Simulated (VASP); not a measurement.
MgO: single point with r2SCAN

The system is MgO.

```
CELL_PARAMETERS angstrom
0.00000 2.03132 2.03132
2.03132 0.00000 2.03132
2.03132 2.03132 0.00000
ATOMIC_POSITIONS crystal
Mg 0.00000 0.00000 0.00000
O 0.50000 0.50000 0.50000
```

```json
{
 "Program": "VASP 6.6.1",
 "Task": "single point",
 "Functional": "r2SCAN",
 "Potentials or basis": "VASP PAW PBE potentials, release 64 (Mg, O)",
 "Cutoff": "660 eV",
 "k mesh": "4 × 4 × 4",
 "Occupations": "gaussian, width 0.01 eV",
 "Spin": "no spin polarisation"
}
```

```json
{
 "Pressure": "19.8 GPa",
 "Band gap on the k mesh": "6.78 eV, direct"
}
```

Levels at points of the mesh, in eV from the valence-band top:
```
           k point  band 1  band 2  band 3  band 4  band 5  band 6  band 7  band 8
(0.00, 0.00, 0.00)  -18.79    0.00    0.00    0.00    6.78   17.46   17.46   17.46
(0.50, 0.00, 0.00)  -17.25   -5.12   -0.81   -0.81    9.54   15.13   18.59   18.59
(0.50, 0.50, 0.00)  -16.97   -4.57   -1.53   -1.53   10.16   12.33   15.55   22.16
```

Run time: 12 s on 1 thread of Intel(R) Xeon(R) Platinum 8488C (Sapphire Rapids) (shared host), peak memory 0.14 GiB.

Caveat: the k points lie up to 0.67 Å⁻¹ apart; the PAW data sets were made with another functional, which shifts forces and pressure a little. r2SCAN opens gaps a little over a GGA but as a rule still falls short of measured ones.
